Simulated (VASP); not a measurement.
# PbSe: single point with PBE

Crystal: PbSe.

```
Pb Se
1.0
     0.00000    3.12339    3.06215
     3.00091    0.00000    3.06215
     3.00091    3.12339    0.00000
Pb Se
1 1
Direct
  0.00000 0.00000 0.00000
  0.50000 0.50000 0.50000
```

This cell differs from its parent crystal: strain -0.0200 x Voigt [1, -1, 0, 0, 0, 0].

```yaml
Program: VASP 6.6.1
Task: single point
Functional: PBE
Potentials_or_basis: VASP PAW PBE potentials, release 64 (Pb_d, Se)
Cutoff: 520 eV
k_mesh: 10 × 10 × 10
Occupations: gaussian, width 0.03 eV
Spin: no spin polarisation
Dipole_correction: no
Further_INCAR_settings: ALGO = Normal; EDIFF = 1e-06; NBANDS = 17
```

| Property | Result |
| --- | --- |
| Pressure | 2.5 GPa |
| Band gap on the k mesh | 0.26 eV, direct |

Stress tensor (GPa, compression positive):
```
5.21 0.00 0.00
0.00 0.07 0.00
0.00 0.00 2.33
```

Levels at points of the mesh, in eV from the valence-band top:
```csv
k point,band 8,band 9,band 10,band 11,band 12,band 13
"(0.00, 0.00, 0.00)",-2.09,-1.90,-1.73,4.24,4.68,5.16
"(0.50, 0.00, 0.00)",-1.54,-1.46,0.00,0.26,1.58,1.78
"(0.50, 0.50, 0.00)",-5.01,-3.47,-3.04,3.68,5.12,6.02
"(0.50, 0.00, 0.50)",-4.97,-3.32,-3.11,3.75,5.45,5.77
"(0.00, 0.50, 0.50)",-5.05,-3.40,-3.20,3.60,5.26,5.71
```

Wall time 63 s on 1 thread of Intel(R) Xeon(R) 6975P-C (Granite Rapids), with other jobs on the host, peak memory 0.31 GiB.

Caveat: the cell differs from its parent crystal (strain -0.0200 x Voigt [1, -1, 0, 0, 0, 0]); spin-orbit coupling is left out, which moves the levels of the heavy elements. A k mesh can miss the band edges.
